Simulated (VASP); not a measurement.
# Sr (Fm-3m) in VASP: notebook

The runs below take Sr through single point, with PBEsol.

All numbers are computed with VASP 6.6.1; they aren't measurements. Logs are shortened: lines on timing, memory, paths and dates and some standing lists are left out, and cuts for length are marked.

**1. The cell of the first run**

It takes space group Fm-3m (No. 225, cubic). Conventional cell: a = 5.207 Å, b = 5.207 Å, c = 5.207 Å, α = 90.00°, β = 90.00°, γ = 90.00°. Sr (site symmetry m-3m) has 12 Sr at 3.68 Å within 4.8 Å.

**2. Single point, PBEsol (volume scaled by 0.68)**

Input file INCAR:

```
SYSTEM = Sr
PREC     = Accurate       ! precision mode
ENCUT    = 520            ! plane-wave cutoff, eV
EDIFF    = 1E-6           ! SCF threshold, eV
ISMEAR   = -1             ! smearing method
SIGMA    = 0.05           ! smearing width, eV
LREAL    = .FALSE.        ! projectors in reciprocal space
LASPH    = .TRUE.         ! aspherical terms in the spheres
NELM     = 80             ! most SCF steps
ALGO     = Normal         ! electronic algorithm
ISIF     = 2              ! what is computed and relaxed
LWAVE    = .FALSE.        ! write WAVECAR
LCHARG   = .FALSE.        ! write CHGCAR
GGA      = PS             ! functional
NBANDS   = 11             ! bands
```

Input file KPOINTS:

```
regular mesh
0
G
  11 11 11
  0 0 0
```

Input file POSCAR:

```
Sr
1.0
    0.0000000000      2.6035175856      2.6035175856
    2.6035175856      0.0000000000      2.6035175856
    2.6035175856      2.6035175856      0.0000000000
Sr
1
Direct
    0.0000000000      0.0000000000      0.0000000000
```

Potentials or basis: VASP PAW PBE potentials, release 64 (Sr_sv).

Launch:

```bash
$ cat potpaw_PBE.64/Sr_sv/POTCAR > POTCAR
$ mpirun -np 1 vasp_std > vasp.out
```

OUTCAR:

```text
SYSTEM = Sr
   PREC = Accurate
   ENCUT = 520
   EDIFF = 1E-6
   ISMEAR = -1
   LREAL = .FALSE.
   LASPH = .TRUE.
   NELM = 80
   ISIF = 2
   GGA = PS

 ion  position               nearest neighbor table
   1  0.000  0.000  0.000-

  LATTYP: Found a face centered cubic cell.
 ALAT       =     5.2070351712

  Lattice vectors:

 A1 = (   0.0000000000,   2.6035175856,   2.6035175856)
 A2 = (   2.6035175856,   0.0000000000,   2.6035175856)
 A3 = (   2.6035175856,   2.6035175856,   0.0000000000)

Analysis of symmetry for initial positions (statically):
=====================================================================
 Subroutine PRICEL returns:
 Original cell was already a primitive cell.

 Routine SETGRP: Setting up the symmetry group for a
 face centered cubic supercell.

 Subroutine GETGRP returns: Found 48 space group operations
 (whereof 48 operations were pure point group operations)
 out of a pool of 48 trial point group operations.

The static configuration has the point symmetry O_h .

Analysis of symmetry for dynamics (positions and initial velocities):
=====================================================================
 Subroutine PRICEL returns:
 Original cell was already a primitive cell.

 Routine SETGRP: Setting up the symmetry group for a
 face centered cubic supercell.

 Subroutine GETGRP returns: Found 48 space group operations
 (whereof 48 operations were pure point group operations)
 out of a pool of 48 trial point group operations.

The dynamic configuration has the point symmetry O_h .

 Subroutine INISYM returns: Found 48 space group operations
 (whereof 48 operations are pure point group operations),
 and found     1 'primitive' translations

----------------------------------------------------------------------------------------

                                     Primitive cell

  volume of cell :      35.2949

  direct lattice vectors                    reciprocal lattice vectors
     0.000000000  2.603517586  2.603517586    -0.192047867  0.192047867  0.192047867
     2.603517586  0.000000000  2.603517586     0.192047867 -0.192047867  0.192047867
     2.603517586  2.603517586  0.000000000     0.192047867  0.192047867 -0.192047867

  length of vectors
     3.681929879  3.681929879  3.681929879     0.332636664  0.332636664  0.332636664

  position of ions in fractional coordinates (direct lattice)
     0.000000000  0.000000000  0.000000000

  ion indices of the primitive-cell ions
   primitive index   ion index
                 1           1

----------------------------------------------------------------------------------------

 KPOINTS: regular mesh

Automatic generation of k-mesh.
 Grid dimensions read from file:
 generate k-points for:   11   11   11

 Generating k-lattice:

  Cartesian coordinates                     Fractional coordinates (reciprocal lattice)
    -0.017458897  0.017458897  0.017458897     0.090909091  0.000000000  0.000000000
     0.017458897 -0.017458897  0.017458897     0.000000000  0.090909091  0.000000000
     0.017458897  0.017458897 -0.017458897     0.000000000  0.000000000  0.090909091

  Length of vectors
     0.030239697  0.030239697  0.030239697

  Shift w.r.t. Gamma in fractional coordinates (k-lattice)
     0.000000000  0.000000000  0.000000000

 Subroutine IBZKPT returns following result:
 ===========================================

 Found     56 irreducible k-points:

 Following reciprocal coordinates:
            Coordinates               Weight
  0.000000  0.000000  0.000000      1.000000
  0.090909  0.000000  0.000000      8.000000
  0.181818  0.000000  0.000000      8.000000
  0.272727  0.000000  0.000000      8.000000
  0.363636  0.000000  0.000000      8.000000
  0.454545  0.000000  0.000000      8.000000
[... 16 lines left out ...]
 -0.272727  0.181818  0.000000     24.000000
 -0.181818  0.181818  0.000000     12.000000
 [... further k-points ...]
   k-points           NKPTS =     56   k-points in BZ     NKDIM =     56   number of bands    NBANDS=     11
   number of dos      NEDOS =    301   number of ions     NIONS =      1
   total plane-waves  NPLWV =  21952
   dimension x,y,z NGX =    28 NGY =   28 NGZ =   28
   dimension x,y,z NGXF=    56 NGYF=   56 NGZF=   56
   ions per type =               1
   NGX,Y,Z   is equivalent  to a cutoff of  12.64, 12.64, 12.64 a.u.
   NGXF,Y,Z  is equivalent  to a cutoff of  25.29, 25.29, 25.29 a.u.
 SYSTEM =  Sr
   PREC   = accura    normal or accurate (medium, high low for compatibility)
   ISTART =      0    job   : 0-new  1-cont  2-samecut
   ICHARG =      2    charge: 1-file 2-atom 10-const
   ISPIN  =      1    spin polarized calculation?
   LNONCOLLINEAR =      F non collinear calculations
   LSORBIT =      F    spin-orbit coupling
   LASPH  =      T    aspherical Exc in radial PAW
   ENCUT  =  520.0 eV  38.22 Ry    6.18 a.u.   6.85  6.85  6.85*2*pi/ulx,y,z
   NELM   =     80;   NELMIN=  2; NELMDL= -5     # of ELM steps
   EDIFF  = 0.1E-05   stopping-criterion for ELM
   LREAL  =      F    real-space projection
   EDIFFG = 0.1E-04   stopping-criterion for IOM
   NSW    =      0    number of steps for IOM
   IBRION =     -1    ionic relax: 0-MD 1-quasi-New 2-CG
   NFREE  =      0    steps in history (QN), initial steepest desc. (CG)
   ISIF   =      2    stress and relaxation
   ISYM   =      2    0-nonsym 1-usesym 2-fastsym
   POTIM  = 0.5000    time-step for ionic-motion
   TEBEG  =    0.0;   TEEND  =   0.0 temperature during run
   PSTRESS=    0.0 pullay stress
   NELECT =      10.0000    total number of electrons
   NUPDOWN=      -1.0000    fix difference up-down
   EMIN   =  10.00;   EMAX   =-10.00  energy-range for DOS
   EFERMI =   0.00;   METHOD = LEGACY
   ISMEAR =    -1;   SIGMA  =   0.05  broadening in eV -4-tet -1-fermi 0-gaus
   EFERMI_NEDOS =   21; number of points for ismear=-14 and -15
   IALGO  =     38    algorithm
   IMIX   =      4    mixing-type and parameters
     AMIX     =   0.40;   BMIX     =  1.00
     AMIX_MAG =   1.60;   BMIX_MAG =  1.00
  volume/ion in A,a.u.               =      35.29       238.18
  Fermi-wavevector in a.u.,A,eV,Ry     =   1.075237  2.031904 15.730175  1.156135
  Thomas-Fermi vector in A             =   2.211088
   LORBIT       =      0    0 simple, 1 ext, 2 COOP (PROOUT), +10 PAW based schemes
   GGA     = PS    functional components
   LHFCALC =     F    Hartree Fock is set to
   AEXX    =    0.0000 exact exchange contribution
   IVDW    =     0    specifies the selected vdW correction
   LEPSILON=     F    determine dielectric tensor
   LRPA    =     F    only Hartree local field effects (RPA)
 non-spin polarized calculation
  energy-cutoff  :      520.00
  volume of cell :       35.29
 maximum number of plane-waves:       963
   NGX = 13   NGY = 13   NGZ = 13

 number of electron      10.0000000 magnetization

 Free energy of the ion-electron system (eV)
  ---------------------------------------------------
  ext. energy  EPLUGINS =         0.00000000
  ---------------------------------------------------
  free energy    TOTEN  =        -1.48962269 eV

  energy without entropy =       -1.48190495  energy(sigma->0) =       -1.48576382

 E-fermi :   3.2121     XC(G=0):  -8.9559

 val. band max:        3.1541676474   @ k =  -0.3636   0.2727   0.0000
 cond. band min:       3.2485210134   @ k =  -0.4545   0.4545   0.0909
 fundamental gap:      0.0943533660
 Fermi energy:         3.2121080345

 k-point     1 :       0.0000    0.0000    0.0000
  band No.  band energies     occupation
      1     -32.5488      2.00000
      2     -14.2125      2.00000
      3     -14.2125      2.00000
      4     -14.2125      2.00000
      5      -0.9367      2.00000
      6       6.0370      0.00000
      7       6.0370      0.00000
      8       6.0370      0.00000
      9       8.3926      0.00000
     10       8.3926      0.00000
     11      11.8450      0.00000

 k-point     2 :       0.0909    0.0000    0.0000
  band No.  band energies     occupation
      1     -32.5409      2.00000
      2     -14.2867      2.00000
      3     -14.2211      2.00000
      4     -14.2211      2.00000
      5      -0.7219      2.00000
      6       5.7394      0.00000
      7       6.1380      0.00000
      8       6.1380      0.00000
      9       8.2392      0.00000
     10       8.2392      0.00000
     11      12.3789      0.00000

 k-point     3 :       0.1818    0.0000    0.0000
  band No.  band energies     occupation
      1     -32.5194      2.00000
      2     -14.4798      2.00000
      3     -14.2440      2.00000
      4     -14.2440      2.00000
      5      -0.1317      2.00000
      6       5.1300      0.00000
      7       6.3079      0.00000
      8       6.3079      0.00000
      9       8.0670      0.00000
     10       8.0670      0.00000
     11      12.6351      0.00000

 k-point     4 :       0.2727    0.0000    0.0000
  band No.  band energies     occupation
      1     -32.4911      2.00000
      2     -14.7207      2.00000
      3     -14.2737      2.00000
      4     -14.2737      2.00000
      5       0.6711      2.00000
      6       4.5952      0.00000
      7       6.2256      0.00000
      8       6.2256      0.00000
      9       8.4120      0.00000
     10       8.4120      0.00000
     11      11.8125      0.00000
[... 239 lines left out ...]
 k-point    22 :      -0.3636    0.1818    0.0000
  band No.  band energies     occupation
      1     -32.4399      2.00000
      2     -14.9444      2.00000
      3     -14.5095      2.00000
      4     -14.3383      2.00000
      5       2.4288      2.00000
      6       3.9810      0.00000
      7       4.9524      0.00000
      8       6.4314      0.00000
      9       8.9810      0.00000
     10      10.6202      0.00000
     11      12.0332      0.00000

 k-point    23 :      -0.2727    0.1818    0.0000
  band No.  band energies     occupation
      1     -32.4574      2.00000
      2     -14.8347      2.00000
      3     -14.4837      2.00000
      4     -14.3002      2.00000
      5       1.8298      2.00000
      6       4.2705      0.00000
      7       5.0206      0.00000
      8       6.6043      0.00000
      9       7.9350      0.00000
     10      10.4459      0.00000
     11      12.8377      0.00000

 k-point    24 :      -0.1818    0.1818    0.0000
  band No.  band energies     occupation
      1     -32.4816      2.00000
      2     -14.6975      2.00000
      3     -14.4091      2.00000
      4     -14.2649      2.00000
      5       1.0096      2.00000
      6       4.5077      0.00000
      7       5.5709      0.00000
      8       6.9439      0.00000
      9       7.1113      0.00000
     10       9.5163      0.00000
     11      13.3575      0.00000

 [... further k-points ...]
[... 5 lines left out ...]
  --------------------------------------------------------------------------------------
  -------------------------------------------------------------------------------------
  Total        1.9289915      1.9289915      1.9289915      0.0000000      0.0000000     -0.0000000
  in kB       87.5647574     87.5647574     87.5647574      0.0000000      0.0000000     -0.0000000
  external PRESSURE =      87.5647574 kB  Pullay stress =       0.0000000 kB

 VOLUME and BASIS-vectors are now :
 -----------------------------------------------------------------------------
  energy-cutoff  :      520.00
  volume of cell :       35.29
      direct lattice vectors                 reciprocal lattice vectors
     0.000000000  2.603517586  2.603517586    -0.192047867  0.192047867  0.192047867
     2.603517586  0.000000000  2.603517586     0.192047867 -0.192047867  0.192047867
     2.603517586  2.603517586  0.000000000     0.192047867  0.192047867 -0.192047867

 POSITION                                       TOTAL-FORCE (eV/Angst)
 -----------------------------------------------------------------------------------
      0.00000      0.00000      0.00000        -0.000000     -0.000000     -0.000000
 -----------------------------------------------------------------------------------
    total drift:                               -0.000000     -0.000000     -0.000000

  FREE ENERGIE OF THE ION-ELECTRON SYSTEM (eV)
  ---------------------------------------------------
  free  energy   TOTEN  =        -1.4896226890 eV

  energy  without entropy=       -1.4819049457  energy(sigma->0) =       -1.48576382
```

It took 18 s on 1 thread of Intel Xeon Platinum 8259CL at 2.50GHz (Skylake/Cascade Lake), shared host; peak memory 0.16 GiB.

What came out:

```
Free energy            : -1.4896 eV
Pressure               : 8.8 GPa
Band gap on the k mesh : zero (band 5 reaches 3.26 eV, above the bottom of band 6 at 3.08 eV)
```

Levels at points of the mesh, in eV from the Fermi level:
```csv
k point,band 2,band 3,band 4,band 5,band 6,band 7,band 8,band 9
"(0.00, 0.00, 0.00)",-17.42,-17.42,-17.42,-4.15,2.82,2.82,2.82,5.18
```

Caveat: the PAW data sets were made with another functional, which shifts forces and pressure a little.

**3. Single point, PBEsol (volume scaled by 0.76)**

Input file INCAR:

```
SYSTEM = Sr
  ALGO = Normal
  EDIFF = 1E-7
  ENCUT = 520
  GGA = PS
  ISIF = 2
  ISMEAR = -1
  LASPH = .True.
  LCHARG = .False.
  LREAL = .False.
  LWAVE = .False.
  NBANDS = 11
  NELM = 60
  PREC = Accurate
  SIGMA = 0.05
```

Input file KPOINTS:

```
k-points
0
Gamma
  11 11 11
  0 0 0
```

Input file POSCAR:

```
Sr
1.0
    0.0000000000      2.7018552316      2.7018552316
    2.7018552316      0.0000000000      2.7018552316
    2.7018552316      2.7018552316      0.0000000000
Sr
1
Direct
    0.0000000000      0.0000000000      0.0000000000
```

Potentials or basis: VASP PAW PBE potentials, release 64 (Sr_sv).

Launch:

```bash
$ cat potpaw_PBE.64/Sr_sv/POTCAR > POTCAR
$ mpirun -np 1 vasp_std > vasp.out
```

It took 26 s on 1 thread of Intel Xeon Platinum 8259CL at 2.50GHz (Skylake/Cascade Lake), shared host; peak memory 0.16 GiB.

Results (log left out):

- Free energy: -1.6715 eV
- Pressure: 5.4 GPa
- Band gap on the k mesh: 0.11 eV, indirect (least direct gap 0.42 eV)

Levels at points of the mesh, in eV from the valence-band top:
```csv
k point,band 3,band 4,band 5,band 6,band 7,band 8
"(0.00, 0.00, 0.00)",-17.61,-17.61,-3.99,2.78,2.78,2.78
```

Caveat: the PAW data sets were made with another functional, which shifts forces and pressure a little. A k mesh can miss the band edges.

(Continued in part 2 of 2.)
